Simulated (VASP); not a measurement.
# CsPbCl3 (Pm-3m) in VASP: single point with LDA

Aim: the single point of CsPbCl3 with LDA.

All numbers are computed with VASP 6.6.1; they aren't measurements. Logs are shortened: lines on timing, memory, paths and dates and some standing lists are left out, and cuts for length are marked.

**1. The cell of the first run**

It takes space group Pm-3m (No. 221, cubic). Conventional cell: a = 5.605 Å, b = 5.605 Å, c = 5.605 Å, α = 90.00°, β = 90.00°, γ = 90.00°. Cs (site symmetry m-3m) has 12 Cl at 3.96 Å and 8 Pb at 4.85 Å within 5.2 Å. Pb (site symmetry m-3m) has 6 Cl at 2.80 Å within 3.7 Å. Cl (site symmetry 4/mmm) has 2 Pb at 2.80 Å within 3.7 Å.

**2. Single point, LDA**

The input, INCAR:

```
ALGO     = Normal         # electronic algorithm
EDIFF    = 1E-6           # SCF threshold, eV
ENCUT    = 500            # plane-wave cutoff, eV
GGA      = CA             # functional
GGA_COMPAT= False        
ISIF     = 2              # what is computed and relaxed
ISMEAR   = 1              # smearing method
LASPH    = True           # aspherical terms in the spheres
LCHARG   = False          # write CHGCAR
LREAL    = False          # projectors in reciprocal space
LWAVE    = False          # write WAVECAR
NBANDS   = 30             # bands
NELM     = 120            # most SCF steps
PREC     = Accurate       # precision mode
SIGMA    = 0.01           # smearing width, eV
```

The input, KPOINTS:

```
k-points
0
Gamma
  3 3 3
```

The input, POSCAR:

```
CsPbCl3
1.0
    5.6050000000      0.0000000000      0.0000000000
    0.0000000000      5.6050000000      0.0000000000
    0.0000000000      0.0000000000      5.6050000000
Cs Pb Cl
1 1 3
Direct
    0.0000000000      0.0000000000      0.0000000000
    0.5000000000      0.5000000000      0.5000000000
    0.5000000000      0.5000000000      0.0000000000
    0.0000000000      0.5000000000      0.5000000000
    0.5000000000      0.0000000000      0.5000000000
```

Potentials or basis: VASP PAW LDA potentials, release 64 (Cs_sv, Pb_d, Cl).

Launch:

```bash
cat potpaw_LDA.64/Cs_sv/POTCAR potpaw_LDA.64/Pb_d/POTCAR potpaw_LDA.64/Cl/POTCAR > POTCAR
mpirun -np 1 vasp_std > vasp.out
```

OUTCAR:

```text
EDIFF = 1E-6
   ENCUT = 500
   GGA = CA
   ISIF = 2
   ISMEAR = 1
   LASPH = True
   LREAL = False
   NELM = 120
   PREC = Accurate

 ion  position               nearest neighbor table
   1  0.000  0.000  0.000-
   2  0.500  0.500  0.500-   3 2.80   4 2.80   5 2.80   3 2.80   5 2.80   4 2.80
   3  0.500  0.500  0.000-   2 2.80   2 2.80
   4  0.000  0.500  0.500-   2 2.80   2 2.80
   5  0.500  0.000  0.500-   2 2.80   2 2.80

  LATTYP: Found a simple cubic cell.
 ALAT       =     5.6050000000

  Lattice vectors:

 A1 = (   5.6050000000,   0.0000000000,   0.0000000000)
 A2 = (   0.0000000000,   5.6050000000,   0.0000000000)
 A3 = (   0.0000000000,   0.0000000000,   5.6050000000)

Analysis of symmetry for initial positions (statically):
=====================================================================
 Subroutine PRICEL returns:
 Original cell was already a primitive cell.

 Routine SETGRP: Setting up the symmetry group for a
 simple cubic supercell.

 Subroutine GETGRP returns: Found 48 space group operations
[... 9 lines left out ...]

 Routine SETGRP: Setting up the symmetry group for a
 simple cubic supercell.

 Subroutine GETGRP returns: Found 48 space group operations
[... 11 lines left out ...]
                                     Primitive cell

  volume of cell :     176.0868

  direct lattice vectors                    reciprocal lattice vectors
     5.605000000  0.000000000  0.000000000     0.178412132  0.000000000  0.000000000
     0.000000000  5.605000000  0.000000000     0.000000000  0.178412132  0.000000000
     0.000000000  0.000000000  5.605000000     0.000000000  0.000000000  0.178412132

  length of vectors
     5.605000000  5.605000000  5.605000000     0.178412132  0.178412132  0.178412132

  position of ions in fractional coordinates (direct lattice)
     0.000000000  0.000000000  0.000000000
     0.500000000  0.500000000  0.500000000
     0.500000000  0.500000000  0.000000000
     0.000000000  0.500000000  0.500000000
     0.500000000  0.000000000  0.500000000

  ion indices of the primitive-cell ions
   primitive index   ion index
                 1           1
                 2           2
                 3           3
                 4           4
                 5           5

----------------------------------------------------------------------------------------

 KPOINTS: k-points

Automatic generation of k-mesh.
 Grid dimensions read from file:
 generate k-points for:    3    3    3

 Generating k-lattice:

  Cartesian coordinates                     Fractional coordinates (reciprocal lattice)
     0.059470711  0.000000000  0.000000000     0.333333333  0.000000000  0.000000000
     0.000000000  0.059470711  0.000000000     0.000000000  0.333333333  0.000000000
     0.000000000  0.000000000  0.059470711     0.000000000  0.000000000  0.333333333

  Length of vectors
     0.059470711  0.059470711  0.059470711

  Shift w.r.t. Gamma in fractional coordinates (k-lattice)
     0.000000000  0.000000000  0.000000000

 Subroutine IBZKPT returns following result:
 ===========================================

 Found      4 irreducible k-points:

 Following reciprocal coordinates:
            Coordinates               Weight
  0.000000  0.000000  0.000000      1.000000
  0.333333  0.000000  0.000000      6.000000
  0.333333  0.333333  0.000000     12.000000
  0.333333  0.333333  0.333333      8.000000
   k-points           NKPTS =      4   k-points in BZ     NKDIM =      4   number of bands    NBANDS=     30
   number of dos      NEDOS =    301   number of ions     NIONS =      5
   total plane-waves  NPLWV =  74088
   dimension x,y,z NGX =    42 NGY =   42 NGZ =   42
   dimension x,y,z NGXF=    84 NGYF=   84 NGZF=   84
   ions per type =               1   1   3
   NGX,Y,Z   is equivalent  to a cutoff of  12.46, 12.46, 12.46 a.u.
   NGXF,Y,Z  is equivalent  to a cutoff of  24.91, 24.91, 24.91 a.u.
 SYSTEM =  unknown system
   PREC   = accura    normal or accurate (medium, high low for compatibility)
   ISTART =      0    job   : 0-new  1-cont  2-samecut
   ICHARG =      2    charge: 1-file 2-atom 10-const
   ISPIN  =      1    spin polarized calculation?
   LNONCOLLINEAR =      F non collinear calculations
   LSORBIT =      F    spin-orbit coupling
   LASPH  =      T    aspherical Exc in radial PAW
   ENCUT  =  500.0 eV  36.75 Ry    6.06 a.u.  10.22 10.22 10.22*2*pi/ulx,y,z
   NELM   =    120;   NELMIN=  2; NELMDL= -5     # of ELM steps
   EDIFF  = 0.1E-05   stopping-criterion for ELM
   LREAL  =      F    real-space projection
   EDIFFG = 0.1E-04   stopping-criterion for IOM
   NSW    =      0    number of steps for IOM
   IBRION =     -1    ionic relax: 0-MD 1-quasi-New 2-CG
   NFREE  =      0    steps in history (QN), initial steepest desc. (CG)
   ISIF   =      2    stress and relaxation
   ISYM   =      2    0-nonsym 1-usesym 2-fastsym
   POTIM  = 0.5000    time-step for ionic-motion
   TEBEG  =    0.0;   TEEND  =   0.0 temperature during run
   PSTRESS=    0.0 pullay stress
   NELECT =      44.0000    total number of electrons
   NUPDOWN=      -1.0000    fix difference up-down
   EMIN   =  10.00;   EMAX   =-10.00  energy-range for DOS
   EFERMI =   0.00;   METHOD = LEGACY
   ISMEAR =     1;   SIGMA  =   0.01  broadening in eV -4-tet -1-fermi 0-gaus
   EFERMI_NEDOS =   21; number of points for ismear=-14 and -15
   IALGO  =     38    algorithm
   IMIX   =      4    mixing-type and parameters
     AMIX     =   0.40;   BMIX     =  1.00
     AMIX_MAG =   1.60;   BMIX_MAG =  1.00
  volume/ion in A,a.u.               =      35.22       237.66
  Fermi-wavevector in a.u.,A,eV,Ry     =   1.031138  1.948568 14.466333  1.063245
  Thomas-Fermi vector in A             =   2.165271
   LORBIT       =      0    0 simple, 1 ext, 2 COOP (PROOUT), +10 PAW based schemes
   GGA     = CA    functional components
   LHFCALC =     F    Hartree Fock is set to
   AEXX    =    0.0000 exact exchange contribution
   IVDW    =     0    specifies the selected vdW correction
   LEPSILON=     F    determine dielectric tensor
   LRPA    =     F    only Hartree local field effects (RPA)
 non-spin polarized calculation
 Methfessel and Paxton  Order N= 1 SIGMA  =   0.01
  energy-cutoff  :      500.00
  volume of cell :      176.09
 maximum number of plane-waves:      4492
 NGX is ok and might be reduce to    42
   NGX = 21   NGY = 21   NGZ = 21

 number of electron      44.0000000 magnetization

 Free energy of the ion-electron system (eV)
  ---------------------------------------------------
  ext. energy  EPLUGINS =         0.00000000
  ---------------------------------------------------
  free energy    TOTEN  =       -19.50723563 eV

  energy without entropy =      -19.50723563  energy(sigma->0) =      -19.50723563

 E-fermi :   0.3196     XC(G=0):  -8.2825

 val. band max:        0.2438454553   @ k =   0.3333   0.3333   0.3333
 cond. band min:       4.3664089490   @ k =   0.3333   0.3333   0.3333
 fundamental gap:      4.1225634938
 Fermi energy:         0.3195603003

 k-point     1 :       0.0000    0.0000    0.0000
  band No.  band energies     occupation
      1     -19.7064      2.00000
      2     -15.1876      2.00000
      3     -15.1876      2.00000
      4     -14.9307      2.00000
      5     -14.9307      2.00000
      6     -14.9307      2.00000
[... 22 lines left out ...]
     29       7.5908      0.00000
     30       7.5908      0.00000

 k-point     2 :       0.3333    0.0000    0.0000
  band No.  band energies     occupation
      1     -19.7046      2.00000
      2     -15.1875      2.00000
      3     -15.1097      2.00000
      4     -14.9319      2.00000
      5     -14.9319      2.00000
      6     -14.9307      2.00000
[... 22 lines left out ...]
     29       6.8989      0.00000
     30       7.9315      0.00000

 k-point     3 :       0.3333    0.3333    0.0000
  band No.  band energies     occupation
      1     -19.7030      2.00000
      2     -15.1511      2.00000
      3     -15.0606      2.00000
      4     -14.9331      2.00000
      5     -14.9319      2.00000
      6     -14.9319      2.00000
[... 22 lines left out ...]
     29       7.3540      0.00000
     30       7.5980      0.00000

 k-point     4 :       0.3333    0.3333    0.3333
  band No.  band energies     occupation
      1     -19.7017      2.00000
      2     -15.0605      2.00000
      3     -15.0605      2.00000
      4     -14.9331      2.00000
      5     -14.9331      2.00000
      6     -14.9331      2.00000
[... 22 lines left out ...]
     29       7.4279      0.00000
     30       7.7542      0.00000

------------------------ aborting loop because EDIFF is reached ----------------------------------------

  FORCE on cell =-STRESS in cart. coord.  units (eV):
  Direction    XX          YY          ZZ          XY          YZ          ZX
  --------------------------------------------------------------------------------------
  -------------------------------------------------------------------------------------
  Total       -1.6601127     -1.6601127     -1.6601127     -0.0000000      0.0000000     -0.0000000
  in kB      -15.1050204    -15.1050204    -15.1050204     -0.0000000      0.0000000     -0.0000000
  external PRESSURE =     -15.1050204 kB  Pullay stress =       0.0000000 kB

 VOLUME and BASIS-vectors are now :
 -----------------------------------------------------------------------------
  energy-cutoff  :      500.00
  volume of cell :      176.09
      direct lattice vectors                 reciprocal lattice vectors
     5.605000000  0.000000000  0.000000000     0.178412132  0.000000000  0.000000000
     0.000000000  5.605000000  0.000000000     0.000000000  0.178412132  0.000000000
     0.000000000  0.000000000  5.605000000     0.000000000  0.000000000  0.178412132

 POSITION                                       TOTAL-FORCE (eV/Angst)
 -----------------------------------------------------------------------------------
      0.00000      0.00000      0.00000         0.000000      0.000000      0.000000
      2.80250      2.80250      2.80250         0.000000      0.000000      0.000000
      2.80250      2.80250      0.00000         0.000000      0.000000      0.000000
      0.00000      2.80250      2.80250         0.000000      0.000000      0.000000
      2.80250      0.00000      2.80250         0.000000      0.000000      0.000000
 -----------------------------------------------------------------------------------
    total drift:                                0.000000     -0.000000     -0.000000

  FREE ENERGIE OF THE ION-ELECTRON SYSTEM (eV)
  ---------------------------------------------------
  free  energy   TOTEN  =       -19.5072356330 eV

  energy  without entropy=      -19.5072356330  energy(sigma->0) =      -19.50723563
```

It took 9.4 s on 1 thread of Intel Xeon 6975P-C (Granite Rapids), shared host; peak memory 0.21 GiB.

Results:

* Free energy: -19.5072 eV
* Pressure: -1.5 GPa
* Band gap on the k mesh: 4.12 eV, direct

Caveat: spin-orbit coupling is left out, which moves the levels of the heavy elements. A hybrid or GW would open this gap; LDA tends to underestimate it.
